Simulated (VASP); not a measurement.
# ScNb in VASP: further runs

Runs on ScNb. Level: PBE. Tasks: single point.

Program: VASP 6.6.1. These are calculated values, not measurements. Logs are shortened: lines on timing, memory, paths and dates and some standing lists are left out, and cuts for length are marked.

## Step 1: The cell of the first run

It takes space group P-6m2 (No. 187, hexagonal). Conventional cell: a = 3.086 Å, b = 3.086 Å, c = 5.106 Å, α = 90.00°, β = 90.00°, γ = 120.00°. Nb (site symmetry -6m2) has 6 Nb at 3.09 Å and 6 Sc at 3.11 Å within 4.1 Å. Sc (site symmetry -6m2) has 6 Sc at 3.09 Å and 6 Nb at 3.11 Å within 4.1 Å.

## Step 2: Single point, PBE

Input file INCAR:

```
SYSTEM = ScNb
PREC     = Accurate       ! precision mode
ENCUT    = 520            ! plane-wave cutoff, eV
EDIFF    = 1E-7           ! SCF threshold, eV
ISMEAR   = -1             ! smearing method
SIGMA    = 0.05           ! smearing width, eV
LREAL    = .FALSE.        ! projectors in reciprocal space
LASPH    = .TRUE.         ! aspherical terms in the spheres
NELM     = 100            ! most SCF steps
ALGO     = Fast           ! electronic algorithm
ISIF     = 2              ! what is computed and relaxed
LWAVE    = .FALSE.        ! write WAVECAR
LCHARG   = .TRUE.         ! write CHGCAR
GGA      = PE             ! functional
LELF     = .TRUE.         ! ELF
LVHAR    = .TRUE.       
NBANDS   = 19             ! bands
```

Input file KPOINTS:

```
regular mesh
0
G
  10 10 5
  0 0 0
```

Input file POSCAR:

```
ScNb
1.0
    3.0859472334      0.0000000000      0.0000000000
   -1.5429736167      2.6725086988      0.0000000000
    0.0000000000      0.0000000000      5.1057856677
Nb Sc
1 1
Direct
    0.3333333333      0.6666666667      0.5000000000
    0.0000000000      0.0000000000      0.0000000000
```

Potentials or basis: VASP PAW PBE potentials, release 64 (Nb_sv, Sc_sv).

The run is started by

```sh
$ cat potpaw_PBE.64/Nb_sv/POTCAR potpaw_PBE.64/Sc_sv/POTCAR > POTCAR
$ mpirun -np 1 vasp_std > vasp.out
```

OUTCAR:

```text
SYSTEM = ScNb
   PREC = Accurate
   ENCUT = 520
   EDIFF = 1E-7
   ISMEAR = -1
   LREAL = .FALSE.
   LASPH = .TRUE.
   NELM = 100
   ISIF = 2
   GGA = PE

 ion  position               nearest neighbor table
   1  0.333  0.667  0.500-   2 3.11   2 3.11   2 3.11   2 3.11   2 3.11   2 3.11
   2  0.000  0.000  0.000-   1 3.11   1 3.11   1 3.11   1 3.11   1 3.11   1 3.11

  LATTYP: Found a hexagonal cell.
 ALAT       =     3.0859472334
 C/A-ratio  =     1.6545278586

  Lattice vectors:

 A1 = (   3.0859472334,   0.0000000000,   0.0000000000)
 A2 = (  -1.5429736167,   2.6725086988,   0.0000000000)
 A3 = (   0.0000000000,   0.0000000000,   5.1057856677)

Analysis of symmetry for initial positions (statically):
=====================================================================
 Subroutine PRICEL returns:
 Original cell was already a primitive cell.

 Routine SETGRP: Setting up the symmetry group for a
 hexagonal supercell.

 Subroutine GETGRP returns: Found 12 space group operations
 (whereof 12 operations were pure point group operations)
 out of a pool of 24 trial point group operations.

The static configuration has the point symmetry D_3h.

Analysis of symmetry for dynamics (positions and initial velocities):
=====================================================================
 Subroutine PRICEL returns:
 Original cell was already a primitive cell.

 Routine SETGRP: Setting up the symmetry group for a
 hexagonal supercell.

 Subroutine GETGRP returns: Found 12 space group operations
 (whereof 12 operations were pure point group operations)
 out of a pool of 24 trial point group operations.

The dynamic configuration has the point symmetry D_3h.

 Subroutine INISYM returns: Found 12 space group operations
 (whereof 12 operations are pure point group operations),
 and found     1 'primitive' translations

----------------------------------------------------------------------------------------

                                     Primitive cell

  volume of cell :      42.1085

  direct lattice vectors                    reciprocal lattice vectors
     3.085947233  0.000000000  0.000000000     0.324049611  0.187090130  0.000000000
    -1.542973617  2.672508699  0.000000000     0.000000000  0.374180260  0.000000000
     0.000000000  0.000000000  5.105785668     0.000000000  0.000000000  0.195856243

  length of vectors
     3.085947233  3.085947233  5.105785668     0.374180260  0.374180260  0.195856243

  position of ions in fractional coordinates (direct lattice)
     0.333333333  0.666666667  0.500000000
     0.000000000  0.000000000  0.000000000

  ion indices of the primitive-cell ions
   primitive index   ion index
                 1           1
                 2           2

----------------------------------------------------------------------------------------

 KPOINTS: regular mesh

Automatic generation of k-mesh.
 Grid dimensions read from file:
 generate k-points for:   10   10    5

 Generating k-lattice:

  Cartesian coordinates                     Fractional coordinates (reciprocal lattice)
     0.032404961  0.018709013  0.000000000     0.100000000  0.000000000  0.000000000
     0.000000000  0.037418026  0.000000000     0.000000000  0.100000000  0.000000000
     0.000000000  0.000000000  0.039171249     0.000000000  0.000000000  0.200000000

  Length of vectors
     0.037418026  0.037418026  0.039171249

  Shift w.r.t. Gamma in fractional coordinates (k-lattice)
     0.000000000  0.000000000  0.000000000

 Subroutine IBZKPT returns following result:
 ===========================================

 Found     42 irreducible k-points:

 Following reciprocal coordinates:
            Coordinates               Weight
  0.000000  0.000000  0.000000      1.000000
  0.100000  0.000000  0.000000      6.000000
  0.200000  0.000000  0.000000      6.000000
  0.300000  0.000000  0.000000      6.000000
  0.400000  0.000000  0.000000      6.000000
  0.500000  0.000000  0.000000      3.000000
[... 16 lines left out ...]
  0.300000  0.100000  0.200000     24.000000
  0.400000  0.100000  0.200000     24.000000
 [... further k-points ...]
   k-points           NKPTS =     42   k-points in BZ     NKDIM =     42   number of bands    NBANDS=     19
   number of dos      NEDOS =    301   number of ions     NIONS =      2
   total plane-waves  NPLWV =  23040
   dimension x,y,z NGX =    24 NGY =   24 NGZ =   40
   dimension x,y,z NGXF=    48 NGYF=   48 NGZF=   80
   ions per type =               1   1
   NGX,Y,Z   is equivalent  to a cutoff of  12.93, 12.93, 13.02 a.u.
   NGXF,Y,Z  is equivalent  to a cutoff of  25.86, 25.86, 26.05 a.u.
 SYSTEM =  ScNb
   PREC   = accura    normal or accurate (medium, high low for compatibility)
   ISTART =      0    job   : 0-new  1-cont  2-samecut
   ICHARG =      2    charge: 1-file 2-atom 10-const
   ISPIN  =      1    spin polarized calculation?
   LNONCOLLINEAR =      F non collinear calculations
   LSORBIT =      F    spin-orbit coupling
   LASPH  =      T    aspherical Exc in radial PAW
   ENCUT  =  520.0 eV  38.22 Ry    6.18 a.u.   5.74  5.74  9.49*2*pi/ulx,y,z
   NELM   =    100;   NELMIN=  2; NELMDL= -5     # of ELM steps
   EDIFF  = 0.1E-06   stopping-criterion for ELM
   LREAL  =      F    real-space projection
   EDIFFG = 0.1E-05   stopping-criterion for IOM
   NSW    =      0    number of steps for IOM
   IBRION =     -1    ionic relax: 0-MD 1-quasi-New 2-CG
   NFREE  =      0    steps in history (QN), initial steepest desc. (CG)
   ISIF   =      2    stress and relaxation
   ISYM   =      2    0-nonsym 1-usesym 2-fastsym
   POTIM  = 0.5000    time-step for ionic-motion
   TEBEG  =    0.0;   TEEND  =   0.0 temperature during run
   PSTRESS=    0.0 pullay stress
   NELECT =      24.0000    total number of electrons
   NUPDOWN=      -1.0000    fix difference up-down
   EMIN   =  10.00;   EMAX   =-10.00  energy-range for DOS
   EFERMI =   0.00;   METHOD = LEGACY
   ISMEAR =    -1;   SIGMA  =   0.05  broadening in eV -4-tet -1-fermi 0-gaus
   EFERMI_NEDOS =   21; number of points for ismear=-14 and -15
   IALGO  =     68    algorithm
   IMIX   =      4    mixing-type and parameters
     AMIX     =   0.40;   BMIX     =  1.00
     AMIX_MAG =   1.60;   BMIX_MAG =  1.00
  volume/ion in A,a.u.               =      21.05       142.08
  Fermi-wavevector in a.u.,A,eV,Ry     =   1.357340  2.565000 25.066975  1.842371
  Thomas-Fermi vector in A             =   2.484266
   LORBIT       =      0    0 simple, 1 ext, 2 COOP (PROOUT), +10 PAW based schemes
   GGA     = PE    functional components
   LHFCALC =     F    Hartree Fock is set to
   AEXX    =    0.0000 exact exchange contribution
   IVDW    =     0    specifies the selected vdW correction
   LEPSILON=     F    determine dielectric tensor
   LRPA    =     F    only Hartree local field effects (RPA)
 non-spin polarized calculation
 RMM-DIIS sequential band-by-band and
  energy-cutoff  :      520.00
  volume of cell :       42.11
 maximum number of plane-waves:      1146
 NGX is ok and might be reduce to    24
   NGX = 11   NGY = 11   NGZ = 19

 number of electron      23.9999999 magnetization

 Free energy of the ion-electron system (eV)
  ---------------------------------------------------
  ext. energy  EPLUGINS =         0.00000000
  ---------------------------------------------------
  free energy    TOTEN  =       -16.05955902 eV

  energy without entropy =      -16.04192268  energy(sigma->0) =      -16.05074085

 E-fermi :   7.0042     XC(G=0): -11.1229

 val. band max:        6.9885089498   @ k =   0.4000   0.2000   0.4000
 cond. band min:       7.0173774310   @ k =   0.3000   0.2000   0.4000
 fundamental gap:      0.0288684812
 Fermi energy:         7.0042136064

 k-point     1 :       0.0000    0.0000    0.0000
  band No.  band energies     occupation
      1     -47.7342      2.00000
      2     -42.0757      2.00000
      3     -23.8725      2.00000
      4     -23.3799      2.00000
      5     -23.3799      2.00000
      6     -20.6815      2.00000
[... 11 lines left out ...]
     18       9.1930      0.00000
     19      11.0624      0.00000

 k-point     2 :       0.1000    0.0000    0.0000
  band No.  band energies     occupation
      1     -47.7263      2.00000
      2     -42.0682      2.00000
      3     -23.8604      2.00000
      4     -23.4442      2.00000
      5     -23.3948      2.00000
      6     -20.6777      2.00000
[... 11 lines left out ...]
     18       9.2500      0.00000
     19      11.1489      0.00000

 k-point     3 :       0.2000    0.0000    0.0000
  band No.  band energies     occupation
      1     -47.7055      2.00000
      2     -42.0485      2.00000
      3     -23.8286      2.00000
      4     -23.6099      2.00000
      5     -23.4337      2.00000
      6     -20.6678      2.00000
[... 11 lines left out ...]
     18       9.7898      0.00000
     19      11.2964      0.00000

 k-point     4 :       0.3000    0.0000    0.0000
  band No.  band energies     occupation
      1     -47.6796      2.00000
      2     -42.0242      2.00000
      3     -23.8099      2.00000
      4     -23.7890      2.00000
      5     -23.4813      2.00000
      6     -20.7988      2.00000
[... 11 lines left out ...]
     18      10.5577      0.00000
     19      11.4009      0.00000

 k-point     5 :       0.4000    0.0000    0.0000
  band No.  band energies     occupation
      1     -47.6585      2.00000
      2     -42.0043      2.00000
      3     -23.9681      2.00000
      4     -23.7567      2.00000
      5     -23.5195      2.00000
      6     -20.9259      2.00000
[... 11 lines left out ...]
     18      11.3188      0.00000
     19      11.4482      0.00000
[... 334 lines left out ...]
      2     -42.0549      2.00000
      3     -23.8308      2.00000
      4     -23.5551      2.00000
      5     -23.4263      2.00000
      6     -20.6829      2.00000
[... 11 lines left out ...]
     18       9.7844      0.00000
     19      11.1325      0.00000

 k-point    22 :       0.2000    0.1000    0.2000
  band No.  band energies     occupation
      1     -47.6885      2.00000
      2     -42.0328      2.00000
      3     -23.7992      2.00000
      4     -23.7270      2.00000
      5     -23.4810      2.00000
      6     -20.7295      2.00000
[... 11 lines left out ...]
     18      10.3694      0.00000
     19      11.1695      0.00000

 k-point    23 :       0.3000    0.1000    0.2000
  band No.  band energies     occupation
      1     -47.6650      2.00000
      2     -42.0106      2.00000
      3     -23.8953      2.00000
      4     -23.7667      2.00000
      5     -23.5359      2.00000
      6     -20.8614      2.00000
[... 11 lines left out ...]
     18      10.9248      0.00000
     19      11.4952      0.00000

 k-point    24 :       0.4000    0.1000    0.2000
  band No.  band energies     occupation
      1     -47.6504      2.00000
      2     -41.9968      2.00000
      3     -23.9971      2.00000
      4     -23.7469      2.00000
      5     -23.5695      2.00000
      6     -20.9420      2.00000
[... 11 lines left out ...]
     18      11.4348      0.00000
     19      12.1124      0.00000

 [... further k-points ...]

------------------------ aborting loop because EDIFF is reached ----------------------------------------

  FORCE on cell =-STRESS in cart. coord.  units (eV):
  Direction    XX          YY          ZZ          XY          YZ          ZX
  --------------------------------------------------------------------------------------
  -------------------------------------------------------------------------------------
  Total       -0.5094261     -0.5094261     -0.6665148      0.0000000      0.0000000      0.0000000
  in kB      -19.3830272    -19.3830272    -25.3600560      0.0000000      0.0000000      0.0000000
  external PRESSURE =     -21.3753701 kB  Pullay stress =       0.0000000 kB

 VOLUME and BASIS-vectors are now :
 -----------------------------------------------------------------------------
  energy-cutoff  :      520.00
  volume of cell :       42.11
      direct lattice vectors                 reciprocal lattice vectors
     3.085947233  0.000000000  0.000000000     0.324049611  0.187090130  0.000000000
    -1.542973617  2.672508699  0.000000000     0.000000000  0.374180260  0.000000000
     0.000000000  0.000000000  5.105785668     0.000000000  0.000000000  0.195856243

 POSITION                                       TOTAL-FORCE (eV/Angst)
 -----------------------------------------------------------------------------------
     -0.00000      1.78167      2.55289        -0.000000      0.000000      0.000000
      0.00000      0.00000      0.00000         0.000000     -0.000000      0.000000
 -----------------------------------------------------------------------------------
    total drift:                                0.000000     -0.000000     -0.000000

  FREE ENERGIE OF THE ION-ELECTRON SYSTEM (eV)
  ---------------------------------------------------
  free  energy   TOTEN  =       -16.0595590206 eV

  energy  without entropy=      -16.0419226774  energy(sigma->0) =      -16.05074085
```

Wall time 94 s (1 thread of Intel Xeon Platinum 8375C at 2.90GHz (Ice Lake), shared host); peak memory 0.18 GiB.

What came out:

| Quantity | Value |
| --- | --- |
| Free energy | -16.0596 eV |
| Pressure | -2.1 GPa |
| Band gap on the k mesh | zero (bands 12 and 13 overlap by 0.89 eV) |

Stress tensor (GPa, compression positive):
```
-1.94  0.00  0.00
 0.00 -1.94  0.00
 0.00  0.00 -2.54
```

## Step 3: Single point, PBE

This run uses another cell than the first one, of 21.47 Å³/atom.

Input file INCAR:

```
ALGO = Normal
EDIFF = 1E-6
ENCUT = 520
GGA = PE
ISIF = 2
ISMEAR = -1
LASPH = True
LCHARG = False
LREAL = False
LWAVE = False
NBANDS = 19
NELM = 80
PREC = Accurate
SIGMA = 0.05
```

Input file KPOINTS:

```
k-points
0
Gamma
  10 10 5
```

Input file POSCAR:

```
ScNb
1.0
    3.1059864133      0.0000000000      0.0000000000
   -1.5529932067      2.6898631377      0.0000000000
    0.0000000000      0.0000000000      5.1389410491
Nb Sc
1 1
Direct
    0.3333333333      0.6666666667      0.5000000000
    0.0000000000      0.0000000000      0.0000000000
```

Potentials or basis: VASP PAW PBE potentials, release 64 (Nb_sv, Sc_sv).

The run is started by

```sh
$ cat potpaw_PBE.64/Nb_sv/POTCAR potpaw_PBE.64/Sc_sv/POTCAR > POTCAR
$ mpirun -np 1 vasp_std > vasp.out
```

Run time: 22 s. Hardware: 1 thread of Intel Xeon Platinum 8375C at 2.90GHz (Ice Lake), shared host; peak memory 0.18 GiB.

The run converged. Its results:

* Free energy: -16.0443 eV
* Pressure: -3.9 GPa
* Band gap on the k mesh: zero (bands 12 and 13 overlap by 0.89 eV)

Stress tensor (GPa, compression positive):
```
-3.70  0.00  0.00
 0.00 -3.70  0.00
 0.00  0.00 -4.35
```

Levels at points of the mesh, in eV from the Fermi level:
| k point | band 8 | band 9 | band 10 | band 11 | band 12 | band 13 | band 14 | band 15 | band 16 | band 17 |
| --- | --- | --- | --- | --- | --- | --- | --- | --- | --- | --- |
| (0.00, 0.00, 0.00) | -27.53 | -5.57 | -2.74 | 0.60 | 0.60 | 0.71 | 1.02 | 2.02 | 2.02 | 2.14 |
| (0.50, 0.00, 0.00) | -27.64 | -2.62 | -1.92 | -1.70 | -0.20 | 0.86 | 0.89 | 1.51 | 4.22 | 4.35 |

Caveat: the cell stands under tension.

## Step 4: Single point, PBE

This run uses another cell than the first one, of 21.88 Å³/atom.

Input file INCAR:

```
PREC = Accurate ; ENCUT = 520
EDIFF = 1E-6 ; ISMEAR = -1
SIGMA = 0.05 ; LREAL = F
LASPH = T ; NELM = 60
ALGO = Normal ; ISIF = 2
LWAVE = F ; LCHARG = F
GGA = PE ; NBANDS = 19
```

Input file KPOINTS:

```
regular mesh
0
Gamma
  10 10 5
```

Input file POSCAR:

```
ScNb
1.0
    3.1257702997      0.0000000000      0.0000000000
   -1.5628851498      2.7069964858      0.0000000000
    0.0000000000      0.0000000000      5.1716740402
Nb Sc
1 1
Direct
    0.3333333333      0.6666666667      0.5000000000
    0.0000000000      0.0000000000      0.0000000000
```

The run is started by

```sh
$ cat potpaw_PBE.64/Nb_sv/POTCAR potpaw_PBE.64/Sc_sv/POTCAR > POTCAR
$ mpirun -np 1 vasp_std > vasp.out
```

It took 23 s on 1 thread of Intel Xeon Platinum 8375C at 2.90GHz (Ice Lake), shared host; peak memory 0.18 GiB.

It converged, with:

- Free energy: -16.0204 eV
- Pressure: -5.5 GPa
- Band gap on the k mesh: zero (bands 12 and 13 overlap by 0.89 eV)

Stress tensor (GPa, compression positive):
```
-5.31  0.00  0.00
 0.00 -5.31  0.00
 0.00  0.00 -5.99
```

Levels at points of the mesh, in eV from the Fermi level:
```csv
k point,band 9,band 10,band 11,band 12,band 13,band 14,band 15,band 16
"(0.00, 0.00, 0.00)",-5.54,-2.69,0.59,0.59,0.66,1.00,1.98,1.98
"(0.50, 0.00, 0.00)",-2.57,-1.87,-1.67,-0.23,0.85,0.88,1.47,4.11
```

Caveat: the cell stands under tension.

(Continued in part 2 of 2.)

The gap in the log of VASP goes by the Fermi energy; the results here count the filled bands.